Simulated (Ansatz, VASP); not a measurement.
# One calculation of Ti, two programs

File INCAR:

```
ALGO = Fast
EDIFF = 1E-6
ENCUT = 520
GGA = PS
ISIF = 2
ISMEAR = 0
LASPH = True
LCHARG = False
LREAL = False
LWAVE = False
NBANDS = 12
NELM = 100
PREC = Accurate
SIGMA = 0.15
```

File KPOINTS:

```
k-points
0
Gamma
  26 26 26
```

Contents of POSCAR:

```
Ti
1.0
   -1.5649881614      1.5649881614      1.6452439646
    1.5649881614     -1.5649881614      1.6452439646
    1.5649881614      1.5649881614     -1.6452439646
Ti
1
Direct
    0.0000000000      0.0000000000      0.0000000000
```

Input for Ansatz:

```yaml
crystal:
  lattice:
    - [-1.5649881614, 1.5649881614, 1.6452439646]
    - [1.5649881614, -1.5649881614, 1.6452439646]
    - [1.5649881614, 1.5649881614, -1.6452439646]
  atoms:
    - { symbol: Ti, position: [0.0, 0.0, 0.0] }
basis:
  ecutwfc: 420
kpoints:
  mp_grid: { grid: [26, 26, 26] }
hamiltonian:
  xc: pbesol
scf:
  occupations: { method: gaussian, width: 0.15 }
output:
  forces: true
  stress: true
  eigenvalues: true
```

Change from the starting cell: strain -0.025 along x and y, +0.025 along z, atoms carried along.

Alike in both runs: task single point; functional PBEsol; k mesh 26 × 26 × 26; occupations gaussian, width 0.15 eV; no spin polarisation.

```csv
,VASP,Ansatz
version,VASP 6.6.1,Ansatz 0.2.0
potentials or method,"VASP PAW PBE potentials, release 64 (Ti_sv), cutoff 520 eV","scalar-relativistic, plane waves, PAW"
valence electrons in the cell,12,12
```

```csv
,VASP,Ansatz,Ansatz less VASP
gap on the k mesh at the Fermi level (eV),none,none,-
pressure (GPa),2.9,3.2,+0.31
"traceless stress, the component that is largest in VASP (GPa)",0.49,0.49,-0.001
```

VASP's potentials were made for PBE, not for PBEsol. A gap of «none» marks a metal or a gap that the smearing closes. The functional is the same, so the differences come from potentials, cutoffs and numerics.
